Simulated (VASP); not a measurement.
Crystal: GaAs.

```
CELL_PARAMETERS angstrom
3.10115 0.00000 0.00000
0.00000 3.10115 0.00000
0.00000 0.00000 3.10115
ATOMIC_POSITIONS crystal
Ga 0.00000 0.00000 0.00000
As 0.50000 0.50000 0.50000
```

* Program: VASP 6.6.1
* Task: relaxation of cell and atoms
* Functional: PBE
* Potentials or basis: VASP PAW PBE potentials, release 64 (Ga_d, As)
* Cutoff: 500 eV
* k mesh: 8 × 8 × 8
* Occupations: fermi-dirac, width 0.02 eV
* Spin: no spin polarisation

At the start: pressure 27.5 GPa; volume 14.91 Å³/atom.

Q: Where does the relaxation end?

A: Over 5 steps the energy falls by 281.4 meV/atom and the volume is 19.02 Å³/atom (+27.5 %); space group Pm-3m (No. 221, to 0.05 Å).

Step by step:
| step | energy change (eV) | largest force (eV/Å) | pressure (GPa) | volume (Å³) |
| --- | --- | --- | --- | --- |
| 1 | 0.0000 | 0.0000 | 27.50 | 29.82 |
| 2 | -0.4917 | 0.0000 | -5.03 | 42.29 |
| 3 | -0.5628 | 0.0000 | 0.07 | 37.97 |
| 4 | -0.5627 | 0.0000 | -0.19 | 38.15 |
| 5 | -0.5628 | 0.0000 | -0.01 | 38.03 |

Final structure:
```
CELL_PARAMETERS angstrom
3.36289 0.00000 0.00000
0.00000 3.36289 0.00000
0.00000 0.00000 3.36289
ATOMIC_POSITIONS crystal
Ga 0.00000 0.00000 0.00000
As 0.50000 0.50000 0.50000
```

Caveat: the volume moved by over 15 % at a fixed basis, so the end points are rough.
